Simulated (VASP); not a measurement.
Al5Cu:

```
CELL_PARAMETERS angstrom
4.40853 0.00000 0.00000
-2.20427 3.81790 0.00000
0.00000 0.00000 5.39933
ATOMIC_POSITIONS crystal
Al 0.33333 0.66667 0.16667
Al 0.66667 0.33333 0.33333
Al 0.00000 0.00000 0.50000
Al 0.33333 0.66667 0.66667
Al 0.66667 0.33333 0.83333
Cu 0.00000 0.00000 0.00000
```

```yaml
Program: VASP 6.6.1
Task: relaxation of cell and atoms
Functional: PBE
Potentials_or_basis: VASP PAW PBE potentials, release 64 (Al, Cu)
Cutoff: 600 eV
k_mesh: 6 × 6 × 4
Occupations: gaussian, width 0.1 eV
Spin: no spin polarisation
```

At the start: pressure 6.9 GPa; volume 15.15 Å³/atom.

Question: How do energy, volume and symmetry change on relaxing?

Answer: Over 18 steps the energy falls by 30.3 meV/atom and the volume is 15.98 Å³/atom (+5.5 %); space group P-3m1 (No. 164, to 0.1 Å) before and after.

The path:
| step | energy change (eV) | largest force (eV/Å) | pressure (GPa) | volume (Å³) |
| --- | --- | --- | --- | --- |
| 1 | 0.0000 | 0.3308 | 6.90 | 90.88 |
| 2 | -0.0876 | 0.1888 | -2.56 | 99.71 |
| 3 | -0.1046 | 0.2323 | -0.09 | 96.08 |
| 4 | -0.1064 | 0.2175 | -0.90 | 97.09 |
| 5 | -0.1303 | 0.1884 | -0.57 | 96.69 |
| 6 | -0.1324 | 0.1778 | -0.47 | 96.55 |
| 7 | -0.1416 | 0.1706 | 0.20 | 95.81 |
| 8 | -0.1474 | 0.1628 | 0.68 | 95.14 |
| 9 | -0.1503 | 0.1424 | 1.68 | 93.81 |
| 10 | -0.1539 | 0.1321 | 1.58 | 93.85 |
| 11 | -0.1627 | 0.0998 | 1.46 | 93.98 |
| 12 | -0.1721 | 0.0409 | 1.28 | 94.22 |
| 13 | -0.1729 | 0.0226 | 1.24 | 94.31 |
| 14 | -0.1797 | 0.0184 | 0.48 | 95.23 |
| 15 | -0.1812 | 0.0153 | -0.34 | 96.30 |
| 16 | -0.1815 | 0.0160 | -0.18 | 96.03 |
| 17 | -0.1815 | 0.0160 | -0.13 | 95.99 |
| 18 | -0.1818 | 0.0124 | -0.05 | 95.90 |

Final structure:
```cif
data_structure
_symmetry_space_group_name_H-M 'P 1'
_symmetry_Int_Tables_number 1
_cell_length_a 4.5339
_cell_length_b 4.5339
_cell_length_c 5.3872
_cell_angle_alpha 90.000
_cell_angle_beta 90.000
_cell_angle_gamma 120.000
_cell_volume 95.90
loop_
_atom_site_label
_atom_site_type_symbol
_atom_site_fract_x
_atom_site_fract_y
_atom_site_fract_z
_atom_site_occupancy
Al1 Al 0.33333 0.66667 0.14013 1
Al2 Al 0.66667 0.33333 0.35889 1
Al3 Al 0.00000 0.00000 0.50000 1
Al4 Al 0.33333 0.66667 0.64111 1
Al5 Al 0.66667 0.33333 0.85987 1
Cu1 Cu 0.00000 0.00000 0.00000 1
```
